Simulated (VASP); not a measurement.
## Sn: elastic constants with PBEsol

The system is Sn.

```
CELL_PARAMETERS angstrom
0.00000 3.27149 3.27149
3.27149 0.00000 3.27149
3.27149 3.27149 0.00000
ATOMIC_POSITIONS crystal
Sn 0.00000 0.00000 0.00000
Sn 0.25000 0.25000 0.25000
```

This isn't the form of Sn at room conditions, which is tetragonal (white tin).

* Program: VASP 6.6.1
* Task: elastic constants
* Functional: PBEsol
* Potentials or basis: VASP PAW PBE potentials, release 64 (Sn_d)
* Cutoff: 600 eV
* k mesh: 12 × 12 × 12
* Occupations: fermi-dirac, width 0.15 eV
* Spin: no spin polarisation
* Dipole correction: no
* Ions in elastic constants: relaxed
* Further INCAR settings: ALGO = Normal; EDIFF = 1e-08; IBRION = 6; POTIM = 0.015; NSW = 1; ISIF = 3

The elastic constants C11, C12, C44 are 61, 31, 26 GPa and the voigt bulk modulus is 41 GPa. The highest phonon frequency at Γ is 182 cm⁻¹.

Phonon frequencies in cm⁻¹ (negative: imaginary):
| q point | frequencies |
| --- | --- |
| (0.000, 0.000, 0.000) | 0 0 0 182 182 182 |

Elastic tensor in Voigt notation (GPa, in the Cartesian axes of the cell as first typed):
```
61 31 31  0  0  0
31 61 31  0  0  0
31 31 61  0  0  0
 0  0  0 26  0  0
 0  0  0  0 26  0
 0  0  0  0  0 26
```

Clamped-ion elastic tensor (GPa):
```
61 31 31  0  0  0
31 61 31  0  0  0
31 31 61  0  0  0
 0  0  0 48  0  0
 0  0  0  0 48  0
 0  0  0  0  0 48
```

It took 100 min on 1 thread of Oxide Virtual Turin-like Processor (shared host), peak memory 1 GiB.

Caveat: the PAW data sets were made with another functional, which shifts forces and pressure a little.
